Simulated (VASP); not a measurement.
Write the native input for VASP 6.6.1 that does the following.

| Item | Value |
| --- | --- |
| Task | electric field gradients |
| Functional | LDA |
| Potentials or basis | VASP PAW LDA potentials, release 64 (I) |
| Cutoff | 520 eV |
| k mesh | 8 × 8 × 4 |
| Occupations | fermi-dirac, width 0.05 eV |
| Spin | no spin polarisation |
| Dipole correction | no |
| Further INCAR settings | ALGO = Normal; EDIFF = 1e-08; NBANDS = 22 |

The structure of I lies in POSCAR:

```
I
1.0
    3.6275000000     -2.3975000000      0.0000000000
    3.6275000000      2.3975000000      0.0000000000
    0.0000000000      0.0000000000      9.7800000000
I
4
Direct
    0.8500000000      0.1500000000      0.1170000000
    0.6500000000      0.3500000000      0.6170000000
    0.1500000000      0.8500000000      0.8830000000
    0.3500000000      0.6500000000      0.3830000000
```

The input as run:

INCAR

```
PREC = Accurate
ENCUT = 520
EDIFF = 1E-8
ISMEAR = -1
SIGMA = 0.05
LREAL = F
LASPH = T
NELM = 80
ALGO = Normal
ISIF = 2
LWAVE = F
LCHARG = F
GGA = CA
LEFG = T
NBANDS = 22
```

KPOINTS

```
regular mesh
0
Gamma
  8 8 4
```

Potentials or basis: VASP PAW LDA potentials, release 64 (I).

Launch:

```console
$ cat potpaw_LDA.64/I/POTCAR > POTCAR
$ mpirun -np 1 vasp_std > vasp.out
```

It gave:

The pressure is -1.2 GPa. The largest force is 0.521 eV/Å, the band gap on the k mesh is 1.14 eV (least direct gap 1.28 eV) and the largest electric field gradient by atom is I +1171.7 V/Å².

Caveat: without QUAD_EFG the Cq values of the log hold for a quadrupole moment of 1 mb, not for the nuclei; spin-orbit coupling is left out, which moves the levels of the heavy elements.

Run time: 2.2 min on 1 thread of Intel(R) Xeon(R) Platinum 8488C (Sapphire Rapids), with other jobs on the host, peak memory 0.33 GiB.
